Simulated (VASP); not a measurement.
The system is C.

```
C
1.0
     2.37290    0.00000    0.00000
    -1.18645    2.05499    0.00000
     0.00000    0.00000    7.47569
C
4
Cartesian
  0.0000 0.0000 1.8689
  0.0000 0.0000 5.6068
  0.0000 1.3700 1.8689
  1.1864 0.6850 5.6068
```

* Program: VASP 6.6.1
* Task: relaxation of shape and atoms at fixed volume
* Functional: r2SCAN
* Potentials or basis: VASP PAW PBE potentials, release 64 (C)
* Cutoff: 600 eV
* k mesh: 10 × 10 × 4
* Occupations: gaussian, width 0.05 eV
* Spin: no spin polarisation

At the start: pressure 30.6 GPa; volume 9.11 Å³/atom.

Task: How do energy, volume and symmetry change on relaxing?

Result: Over 3 steps the energy falls by 92.7 meV/atom; space group P6_3/mmc (No. 194, to 0.1 Å) before and after.

Step by step:
```
step  energy change (eV)  largest force (eV/Å)  pressure (GPa)  volume (Å³)
   1              0.0000                0.0000           30.56        36.45
   2             -0.3412                0.0000           -7.88        36.45
   3             -0.3707                0.0000           -0.09        36.45
```

Final structure:
```
CELL_PARAMETERS angstrom
2.45706 0.00000 0.00000
-1.22853 2.12788 0.00000
0.00000 0.00000 6.97230
ATOMIC_POSITIONS crystal
C 0.00000 0.00000 0.25000
C 0.00000 0.00000 0.75000
C 0.33333 0.66667 0.25000
C 0.66667 0.33333 0.75000
```

Caveat: the PAW data sets were made with another functional, which shifts forces and pressure a little.
